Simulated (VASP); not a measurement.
NaI, 2 atoms in the cell. The structure is tetragonal, space group I4/mmm (No. 139). The conventional cell has a = 4.972 Å, b = 4.972 Å, c = 5.485 Å, α = 90.00°, β = 90.00°, γ = 90.00°. Na (site symmetry 4/mmm) has 6 I at 2.74 to 3.52 Å within 3.6 Å. Within 3.6 Å of I (site symmetry 4/mmm) lie 6 Na at 2.74 to 3.52 Å.  This cell differs from its parent crystal: ratio of the length along z to the lengths across it x 0.78, volume and fractional coordinates fixed.

```yaml
Program: VASP 6.6.1
Task: single point
Functional: LDA
Potentials_or_basis: VASP PAW LDA potentials, release 64 (Na_pv, I)
Cutoff: 520 eV
k_mesh: 8 × 8 × 8
Occupations: gaussian, width 0.05 eV
Spin: no spin polarisation
Dipole_correction: no
Further_INCAR_settings: ALGO = Normal; EDIFF = 1e-06; NBANDS = 14
```

Potentials or basis: VASP PAW LDA potentials, release 64 (Na_pv, I).

Run with:

```console
$ cat potpaw_LDA.64/Na_pv/POTCAR potpaw_LDA.64/I/POTCAR > POTCAR
$ mpirun -np 1 vasp_std > vasp.out
```

Hardware: 1 thread of Intel Xeon 8259CL, with other jobs on the host.

Question: How long does it take, and how much memory?

Answer: It took 69 s on 1 thread of Intel Xeon 8259CL (shared host), peak memory 0.21 GiB. Counts: scf iterations 11, k points 59.
